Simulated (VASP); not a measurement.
Set up this calculation in VASP 6.6.1, as the native input.

| Quantity | Value |
| --- | --- |
| Task | relaxation of cell and atoms |
| Functional | PBEsol |
| Potentials or basis | VASP PAW PBE potentials, release 64 (Sn_d) |
| Cutoff | 600 eV |
| k mesh | 6 × 6 × 4 |
| Occupations | fermi-dirac, width 0.02 eV |
| Spin | no spin polarisation |
| Dipole correction | no |
| Further INCAR settings | ALGO = Normal; EDIFF = 1e-06; IBRION = 2; EDIFFG = -0.005; NSW = 80; ISIF = 3 |

The structure of Sn lies in POSCAR:

```
Sn
1.0
    4.7090546313      0.0000000000      0.0000000000
   -2.3545273156      4.0781609385      0.0000000000
    0.0000000000      0.0000000000      7.6743328694
Sn
4
Direct
    0.3333333333      0.6666666667     -0.0008172477
    0.6666666667      0.3333333333      0.4991827523
    0.3333333333      0.6666666667      0.3758172477
    0.6666666667      0.3333333333      0.8758172477
```

This isn't the form of Sn at room conditions, which is tetragonal (white tin).

These files were run (other wordings do the same):

INCAR

```
ALGO     = Normal         # electronic algorithm
EDIFF    = 1E-6           # SCF threshold, eV
EDIFFG   = -0.005         # ionic threshold
ENCUT    = 600            # plane-wave cutoff, eV
GGA      = PS             # functional
IBRION   = 2              # ionic algorithm
ISIF     = 3              # what is computed and relaxed
ISMEAR   = -1             # smearing method
LASPH    = T              # aspherical terms in the spheres
LCHARG   = F              # write CHGCAR
LREAL    = F              # projectors in reciprocal space
LWAVE    = F              # write WAVECAR
NELM     = 60             # most SCF steps
NSW      = 80             # ionic steps
PREC     = Accurate       # precision mode
SIGMA    = 0.02           # smearing width, eV
```

KPOINTS

```
k-points
0
Gamma
  6 6 4
```

Potentials or basis: VASP PAW PBE potentials, release 64 (Sn_d).

Command:

```console
$ cat potpaw_PBE.64/Sn_d/POTCAR > POTCAR
$ mpirun -np 1 vasp_std > vasp.out
```

Results of the run:

The relaxed volume is 34.95 Å³/atom. The relaxed cell is a = 4.628 Å, b = 4.628 Å, c = 7.538 Å, α = 90.00°, β = 90.00°, γ = 120.00° and the space group after relaxing (to 0.1 Å) is P6_3/mmc (No. 194). The energy gained by relaxing is 12.2 meV/atom and the ionic steps are 8. The pressure after relaxing is 0.0 GPa and the band gap on the k mesh is zero (bands 28 and 29 overlap by 0.19 eV).

Caveat: the PAW data sets were made with another functional, which shifts forces and pressure a little; spin-orbit coupling is left out, which moves the levels of the heavy elements.

Wall time 4.4 min on 1 thread of Intel(R) Xeon(R) 6975P-C (Granite Rapids) (shared host), peak memory 0.36 GiB.
